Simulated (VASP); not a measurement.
# Ge3Pd (Pm-3m) in VASP: a series of runs

The runs below take Ge3Pd through single point, relaxation of volume and atoms at fixed shape, with PBEsol.

Program: VASP 6.6.1. These are calculated values, not measurements. Logs are shortened: lines on timing, memory, paths and dates and some standing lists are left out, and cuts for length are marked.

**1. The cell of the first run**

It takes space group Pm-3m (No. 221, cubic). Conventional cell: a = 4.073 Å, b = 4.073 Å, c = 4.073 Å, α = 90.00°, β = 90.00°, γ = 90.00°. Ge (site symmetry 4/mmm) has 8 Ge at 2.88 Å and 4 Pd at 2.88 Å within 3.8 Å. Within 3.8 Å of Pd (site symmetry m-3m) lie 12 Ge at 2.88 Å.

**2. Single point, PBEsol**

The input, INCAR:

```
SYSTEM = Ge3Pd
ALGO     = Normal         ! electronic algorithm
EDIFF    = 1E-6           ! SCF threshold, eV
ENCUT    = 520            ! plane-wave cutoff, eV
GGA      = PS             ! functional
ISIF     = 2              ! what is computed and relaxed
ISMEAR   = -1             ! smearing method
LASPH    = .TRUE.         ! aspherical terms in the spheres
LCHARG   = .FALSE.        ! write CHGCAR
LREAL    = .FALSE.        ! projectors in reciprocal space
LWAVE    = .FALSE.        ! write WAVECAR
NBANDS   = 34             ! bands
NELM     = 100            ! most SCF steps
PREC     = Accurate       ! precision mode
SIGMA    = 0.02           ! smearing width, eV
```

The input, KPOINTS:

```
k-points
0
G
  11 11 11
  0 0 0
```

The input, POSCAR:

```
Ge3Pd
1.0
    4.0731697362      0.0000000000      0.0000000000
    0.0000000000      4.0731697362      0.0000000000
    0.0000000000      0.0000000000      4.0731697362
Ge Pd
3 1
Direct
    0.0000000000      0.5000000000      0.5000000000
    0.5000000000      0.0000000000      0.5000000000
    0.5000000000      0.5000000000      0.0000000000
    0.0000000000      0.0000000000      0.0000000000
```

Potentials or basis: VASP PAW PBE potentials, release 64 (Ge_d, Pd).

Run with:

```bash
$ cat potpaw_PBE.64/Ge_d/POTCAR potpaw_PBE.64/Pd/POTCAR > POTCAR
$ mpirun -np 1 vasp_std > vasp.out
```

OUTCAR:

```text
SYSTEM = Ge3Pd
   EDIFF = 1E-6
   ENCUT = 520
   GGA = PS
   ISIF = 2
   ISMEAR = -1
   LASPH = .TRUE.
   LREAL = .FALSE.
   NELM = 100
   PREC = Accurate

 ion  position               nearest neighbor table
   1  0.000  0.500  0.500-   2 2.88   3 2.88   4 2.88   3 2.88   4 2.88   2 2.88   4 2.88   4 2.88
                             2 2.88   3 2.88   3 2.88   2 2.88
   2  0.500  0.000  0.500-   1 2.88   3 2.88   4 2.88   3 2.88   4 2.88   1 2.88   3 2.88   3 2.88
                             1 2.88   4 2.88   4 2.88   1 2.88
   3  0.500  0.500  0.000-   1 2.88   2 2.88   4 2.88   1 2.88   2 2.88   2 2.88   4 2.88   2 2.88
                             1 2.88   4 2.88   1 2.88   4 2.88
   4  0.000  0.000  0.000-   1 2.88   2 2.88   3 2.88   1 2.88   2 2.88   1 2.88   3 2.88   1 2.88
                             2 2.88   3 2.88   2 2.88   3 2.88

  LATTYP: Found a simple cubic cell.
 ALAT       =     4.0731697362

  Lattice vectors:

 A1 = (   4.0731697362,   0.0000000000,   0.0000000000)
 A2 = (   0.0000000000,   4.0731697362,   0.0000000000)
 A3 = (   0.0000000000,   0.0000000000,   4.0731697362)

Analysis of symmetry for initial positions (statically):
=====================================================================
 Subroutine PRICEL returns:
 Original cell was already a primitive cell.

 Routine SETGRP: Setting up the symmetry group for a
 simple cubic supercell.

 Subroutine GETGRP returns: Found 48 space group operations
 (whereof 48 operations were pure point group operations)
 out of a pool of 48 trial point group operations.

The static configuration has the point symmetry O_h .

Analysis of symmetry for dynamics (positions and initial velocities):
=====================================================================
 Subroutine PRICEL returns:
 Original cell was already a primitive cell.

 Routine SETGRP: Setting up the symmetry group for a
 simple cubic supercell.

 Subroutine GETGRP returns: Found 48 space group operations
 (whereof 48 operations were pure point group operations)
 out of a pool of 48 trial point group operations.

The dynamic configuration has the point symmetry O_h .

 Subroutine INISYM returns: Found 48 space group operations
 (whereof 48 operations are pure point group operations),
 and found     1 'primitive' translations

----------------------------------------------------------------------------------------

                                     Primitive cell

  volume of cell :      67.5768

  direct lattice vectors                    reciprocal lattice vectors
     4.073169736  0.000000000  0.000000000     0.245509042  0.000000000  0.000000000
     0.000000000  4.073169736  0.000000000     0.000000000  0.245509042  0.000000000
     0.000000000  0.000000000  4.073169736     0.000000000  0.000000000  0.245509042

  length of vectors
     4.073169736  4.073169736  4.073169736     0.245509042  0.245509042  0.245509042

  position of ions in fractional coordinates (direct lattice)
     0.000000000  0.500000000  0.500000000
     0.500000000  0.000000000  0.500000000
     0.500000000  0.500000000  0.000000000
     0.000000000  0.000000000  0.000000000

  ion indices of the primitive-cell ions
   primitive index   ion index
                 1           1
                 2           2
                 3           3
                 4           4

----------------------------------------------------------------------------------------

 KPOINTS: k-points

Automatic generation of k-mesh.
 Grid dimensions read from file:
 generate k-points for:   11   11   11

 Generating k-lattice:

  Cartesian coordinates                     Fractional coordinates (reciprocal lattice)
     0.022319004  0.000000000  0.000000000     0.090909091  0.000000000  0.000000000
     0.000000000  0.022319004  0.000000000     0.000000000  0.090909091  0.000000000
     0.000000000  0.000000000  0.022319004     0.000000000  0.000000000  0.090909091

  Length of vectors
     0.022319004  0.022319004  0.022319004

  Shift w.r.t. Gamma in fractional coordinates (k-lattice)
     0.000000000  0.000000000  0.000000000

 Subroutine IBZKPT returns following result:
 ===========================================

 Found     56 irreducible k-points:

 Following reciprocal coordinates:
            Coordinates               Weight
  0.000000  0.000000  0.000000      1.000000
  0.090909  0.000000  0.000000      6.000000
  0.181818  0.000000  0.000000      6.000000
  0.272727  0.000000  0.000000      6.000000
  0.363636  0.000000  0.000000      6.000000
  0.454545  0.000000  0.000000      6.000000
[... 16 lines left out ...]
  0.181818  0.090909  0.090909     24.000000
  0.272727  0.090909  0.090909     24.000000
 [... further k-points ...]
   k-points           NKPTS =     56   k-points in BZ     NKDIM =     56   number of bands    NBANDS=     34
   number of dos      NEDOS =    301   number of ions     NIONS =      4
   total plane-waves  NPLWV =  27000
   dimension x,y,z NGX =    30 NGY =   30 NGZ =   30
   dimension x,y,z NGXF=    60 NGYF=   60 NGZF=   60
   ions per type =               3   1
   NGX,Y,Z   is equivalent  to a cutoff of  12.24, 12.24, 12.24 a.u.
   NGXF,Y,Z  is equivalent  to a cutoff of  24.49, 24.49, 24.49 a.u.
 SYSTEM =  Ge3Pd
   PREC   = accura    normal or accurate (medium, high low for compatibility)
   ISTART =      0    job   : 0-new  1-cont  2-samecut
   ICHARG =      2    charge: 1-file 2-atom 10-const
   ISPIN  =      1    spin polarized calculation?
   LNONCOLLINEAR =      F non collinear calculations
   LSORBIT =      F    spin-orbit coupling
   LASPH  =      T    aspherical Exc in radial PAW
   ENCUT  =  520.0 eV  38.22 Ry    6.18 a.u.   7.57  7.57  7.57*2*pi/ulx,y,z
   NELM   =    100;   NELMIN=  2; NELMDL= -5     # of ELM steps
   EDIFF  = 0.1E-05   stopping-criterion for ELM
   LREAL  =      F    real-space projection
   EDIFFG = 0.1E-04   stopping-criterion for IOM
   NSW    =      0    number of steps for IOM
   IBRION =     -1    ionic relax: 0-MD 1-quasi-New 2-CG
   NFREE  =      0    steps in history (QN), initial steepest desc. (CG)
   ISIF   =      2    stress and relaxation
   ISYM   =      2    0-nonsym 1-usesym 2-fastsym
   POTIM  = 0.5000    time-step for ionic-motion
   TEBEG  =    0.0;   TEEND  =   0.0 temperature during run
   PSTRESS=    0.0 pullay stress
   NELECT =      52.0000    total number of electrons
   NUPDOWN=      -1.0000    fix difference up-down
   EMIN   =  10.00;   EMAX   =-10.00  energy-range for DOS
   EFERMI =   0.00;   METHOD = LEGACY
   ISMEAR =    -1;   SIGMA  =   0.02  broadening in eV -4-tet -1-fermi 0-gaus
   EFERMI_NEDOS =   21; number of points for ismear=-14 and -15
   IALGO  =     38    algorithm
   IMIX   =      4    mixing-type and parameters
     AMIX     =   0.40;   BMIX     =  1.00
     AMIX_MAG =   1.60;   BMIX_MAG =  1.00
  volume/ion in A,a.u.               =      16.89       114.01
  Fermi-wavevector in a.u.,A,eV,Ry     =   1.500180  2.834930 30.620465  2.250541
  Thomas-Fermi vector in A             =   2.611714
   LORBIT       =      0    0 simple, 1 ext, 2 COOP (PROOUT), +10 PAW based schemes
   GGA     = PS    functional components
   LHFCALC =     F    Hartree Fock is set to
   AEXX    =    0.0000 exact exchange contribution
   IVDW    =     0    specifies the selected vdW correction
   LEPSILON=     F    determine dielectric tensor
   LRPA    =     F    only Hartree local field effects (RPA)
 non-spin polarized calculation
  energy-cutoff  :      520.00
  volume of cell :       67.58
 maximum number of plane-waves:      1839
   NGX = 15   NGY = 15   NGZ = 15

 number of electron      51.9999925 magnetization

 Free energy of the ion-electron system (eV)
  ---------------------------------------------------
  ext. energy  EPLUGINS =         0.00000000
  ---------------------------------------------------
  free energy    TOTEN  =       -20.62434952 eV

  energy without entropy =      -20.62205867  energy(sigma->0) =      -20.62320410

 E-fermi :   8.0849     XC(G=0): -12.1292

 val. band max:        8.0787290748   @ k =   0.4545   0.2727   0.2727
 cond. band min:       8.1119350831   @ k =   0.3636   0.2727   0.0909
 fundamental gap:      0.0332060083
 Fermi energy:         8.0849253718

 k-point     1 :       0.0000    0.0000    0.0000
  band No.  band energies     occupation
      1     -16.6908      2.00000
      2     -16.6908      2.00000
      3     -16.6908      2.00000
      4     -16.6802      2.00000
      5     -16.6163      2.00000
      6     -16.6163      2.00000
[... 26 lines left out ...]
     33      13.8354      0.00000
     34      17.1986      0.00000

 k-point     2 :       0.0909    0.0000    0.0000
  band No.  band energies     occupation
      1     -16.6902      2.00000
      2     -16.6870      2.00000
      3     -16.6870      2.00000
      4     -16.6775      2.00000
      5     -16.6159      2.00000
      6     -16.6140      2.00000
[... 26 lines left out ...]
     33      13.5148      0.00000
     34      17.1913      0.00000

 k-point     3 :       0.1818    0.0000    0.0000
  band No.  band energies     occupation
      1     -16.6885      2.00000
      2     -16.6759      2.00000
      3     -16.6759      2.00000
      4     -16.6700      2.00000
      5     -16.6147      2.00000
      6     -16.6075      2.00000
[... 26 lines left out ...]
     33      13.1703      0.00000
     34      17.1710      0.00000
[... 704 lines left out ...]
 k-point    23 :       0.1818    0.0909    0.0909
  band No.  band energies     occupation
      1     -16.6829      2.00000
      2     -16.6743      2.00000
      3     -16.6721      2.00000
      4     -16.6630      2.00000
      5     -16.6110      2.00000
      6     -16.6054      2.00000
[... 26 lines left out ...]
     33      13.5132      0.00000
     34      17.5230      0.00000

 k-point    24 :       0.2727    0.0909    0.0909
  band No.  band energies     occupation
      1     -16.6803      2.00000
      2     -16.6617      2.00000
      3     -16.6565      2.00000
      4     -16.6491      2.00000
      5     -16.6095      2.00000
      6     -16.5952      2.00000
[... 26 lines left out ...]
     33      13.5919      0.00000
     34      17.5337      0.00000

 [... further k-points ...]

------------------------ aborting loop because EDIFF is reached ----------------------------------------

  FORCE on cell =-STRESS in cart. coord.  units (eV):
  Direction    XX          YY          ZZ          XY          YZ          ZX
  --------------------------------------------------------------------------------------
  -------------------------------------------------------------------------------------
  Total        0.0193690      0.0193690      0.0193690     -0.0000000     -0.0000000      0.0000000
  in kB        0.4592190      0.4592190      0.4592190     -0.0000000     -0.0000000      0.0000000
  external PRESSURE =       0.4592190 kB  Pullay stress =       0.0000000 kB

 VOLUME and BASIS-vectors are now :
 -----------------------------------------------------------------------------
  energy-cutoff  :      520.00
  volume of cell :       67.58
      direct lattice vectors                 reciprocal lattice vectors
     4.073169736  0.000000000  0.000000000     0.245509042  0.000000000  0.000000000
     0.000000000  4.073169736  0.000000000     0.000000000  0.245509042  0.000000000
     0.000000000  0.000000000  4.073169736     0.000000000  0.000000000  0.245509042

 POSITION                                       TOTAL-FORCE (eV/Angst)
 -----------------------------------------------------------------------------------
      0.00000      2.03658      2.03658         0.000000      0.000000      0.000000
      2.03658      0.00000      2.03658         0.000000      0.000000      0.000000
      2.03658      2.03658      0.00000         0.000000      0.000000      0.000000
      0.00000      0.00000      0.00000         0.000000      0.000000      0.000000
 -----------------------------------------------------------------------------------
    total drift:                                0.000000      0.000000     -0.000000

  FREE ENERGIE OF THE ION-ELECTRON SYSTEM (eV)
  ---------------------------------------------------
  free  energy   TOTEN  =       -20.6243495201 eV

  energy  without entropy=      -20.6220586721  energy(sigma->0) =      -20.62320410
```

Run time: 68 s. Hardware: 1 thread of Intel Xeon Platinum 8488C (Sapphire Rapids), shared host; peak memory 0.24 GiB.

Results:

```yaml
Free_energy: -20.6243 eV
Pressure: 0.0 GPa
Band_gap_on_the_k_mesh: zero (bands 26 and 27 overlap by 2.14 eV)
```

Levels at points of the mesh, in eV from the Fermi level:
| k point | band 24 | band 25 | band 26 | band 27 | band 28 | band 29 |
| --- | --- | --- | --- | --- | --- | --- |
| (0.00, 0.00, 0.00) | -2.91 | -1.57 | -1.57 | 0.70 | 3.01 | 3.01 |

Caveat: the PAW data sets were made with another functional, which shifts forces and pressure a little.

**3. Relaxation of volume and atoms at fixed shape, PBEsol**

This run uses another cell than the first one, of 17.77 Å³/atom.

The input, INCAR:

```
  ALGO = Normal
  EDIFF = 1E-6
  EDIFFG = -0.02
  ENCUT = 600
  GGA = PS
  IBRION = 2
  ISIF = 8
  ISMEAR = -1
  LASPH = T
  LCHARG = F
  LREAL = F
  LWAVE = F
  NELM = 80
  NSW = 80
  PREC = Accurate
  SIGMA = 0.02
```

The input, KPOINTS:

```
k-points
0
Gamma
  11 11 11
```

The input, POSCAR:

```
Ge3Pd
1.0
    4.1420200000      0.0000000000      0.0000000000
    0.0000000000      4.1420200000      0.0000000000
    0.0000000000      0.0000000000      4.1420200000
Ge Pd
3 1
Direct
    0.0000000000      0.5000000000      0.5000000000
    0.5000000000      0.0000000000      0.5000000000
    0.5000000000      0.5000000000      0.0000000000
    0.0000000000      0.0000000000      0.0000000000
```

Potentials or basis: VASP PAW PBE potentials, release 64 (Ge_d, Pd).

Run with:

```bash
$ cat potpaw_PBE.64/Ge_d/POTCAR potpaw_PBE.64/Pd/POTCAR > POTCAR
$ mpirun -np 1 vasp_std > vasp.out
```

Run time: 3.7 min. Hardware: 1 thread of Intel Xeon Platinum 8488C (Sapphire Rapids), shared host; peak memory 0.3 GiB.

Results (log left out):

```
Free energy                           : -20.6258 eV
Relaxed volume                        : 16.91 Å³/atom
Relaxed cell                          : a = 4.074 Å, b = 4.074 Å, c = 4.074 Å, α = 90.00°, β = 90.00°, γ = 90.00°
Space group after relaxing (to 0.1 Å) : Pm-3m (No. 221)
Energy gained by relaxing             : 12.7 meV/atom
Ionic steps                           : 3
Pressure after relaxing               : 0.0 GPa
Band gap on the k mesh                : zero (bands 26 and 27 overlap by 2.14 eV)
```

The path:
```
step  energy change (eV)  largest force (eV/Å)  pressure (GPa)  volume (Å³)
   1              0.0000                0.0000           -4.54        71.06
   2             -0.0376                0.0000            2.63        66.01
   3             -0.0509                0.0000            0.01        67.64
```

Final structure:
```
Ge Pd
1.0
     4.07444    0.00000    0.00000
     0.00000    4.07444    0.00000
     0.00000    0.00000    4.07444
Ge Pd
3 1
Cartesian
  0.0000 2.0372 2.0372
  2.0372 0.0000 2.0372
  2.0372 2.0372 0.0000
  0.0000 0.0000 0.0000
```

Levels at points of the mesh, in eV from the Fermi level:
```
           k point  band 22  band 23  band 24  band 25  band 26  band 27  band 28  band 29  band 30  band 31
(0.00, 0.00, 0.00)    -2.90    -2.90    -2.90    -1.57    -1.57     0.70     3.01     3.01     3.01     5.75
```

Caveat: the PAW data sets were made with another functional, which shifts forces and pressure a little.
